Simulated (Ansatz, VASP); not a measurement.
# Al2Cu: VASP beside Ansatz

File INCAR:

```
SYSTEM = Al2Cu
  ALGO = Fast
  EDIFF = 1E-6
  ENCUT = 520
  GGA = PE
  ISIF = 2
  ISMEAR = 0
  LASPH = .True.
  LCHARG = .False.
  LREAL = .False.
  LWAVE = .False.
  NBANDS = 16
  NELM = 100
  PREC = Accurate
  SIGMA = 0.15
```

KPOINTS

```
k-points
0
Gamma
  14 14 14
  0 0 0
```

Contents of POSCAR:

```
Al2Cu
1.0
   -2.0446004822      2.0446004822      2.8240317323
    2.0446004822     -2.0446004822      2.8240317323
    2.0446004822      2.0446004822     -2.8240317323
Al Cu
2 1
Direct
    0.7396244084      0.2396244084      0.5000000000
    0.2603755916      0.7603755916      0.5000000000
    0.5000000000      0.5000000000      0.0000000000
```

Input for Ansatz:

```yaml
crystal:
  lattice:
    - [-2.0446004822, 2.0446004822, 2.8240317323]
    - [2.0446004822, -2.0446004822, 2.8240317323]
    - [2.0446004822, 2.0446004822, -2.8240317323]
  atoms:
    - { symbol: Al, position: [0.7396244084, 0.2396244084, 0.5] }
    - { symbol: Al, position: [0.2603755916, 0.7603755916, 0.5] }
    - { symbol: Cu, position: [0.5, 0.5, 0.0] }
basis:
  ecutwfc: 520.0
kpoints:
  mp_grid: { grid: [14, 14, 14] }
hamiltonian:
  xc: pbe
  pseudopotentials: { kind: paw, azcp: { folder: soft_1 } }
scf:
  occupations: { method: gaussian, width: 0.15 }
output:
  forces: true
  stress: true
  eigenvalues: true
```

Change from the starting cell: mode 9 frozen in at -0.060 Å, normal strain along z -0.0233.

Alike in both runs: task single point; functional PBE; k mesh 14 × 14 × 14; occupations gaussian, width 0.15 eV; no spin polarisation.

|  | VASP | Ansatz |
| --- | --- | --- |
| version | VASP 6.6.1 | Ansatz 0.2.0 |
| potentials or method | VASP PAW PBE potentials, release 64 (Al, Cu), cutoff 520 eV | scalar-relativistic, plane waves, PAW |
| valence electrons in the cell | 17 | 25 |

VASP gave:

| Quantity | Value |
| --- | --- |
| gap on the k mesh at the Fermi level (eV) | none |
| pressure (GPa) | 2.9 |
| traceless stress, the component that is largest in VASP (GPa) | -3.04 |
| rms of the force components (eV/Å) | 0.262 |

**Question.** Which values does Ansatz return?

**Answer.** gap on the k mesh at the Fermi level (eV): none; pressure (GPa): 2.8; traceless stress, the component that is largest in VASP (GPa): -3.04; rms of the force components (eV/Å): 0.263.

Atom by atom the forces differ by 0.000 eV/Å (rms over components). A gap of «none» marks a metal or a gap that the smearing closes. VASP's potentials hold 17 valence electrons a cell and Ansatz's 25, so a difference there can come from the potentials and not from the codes.
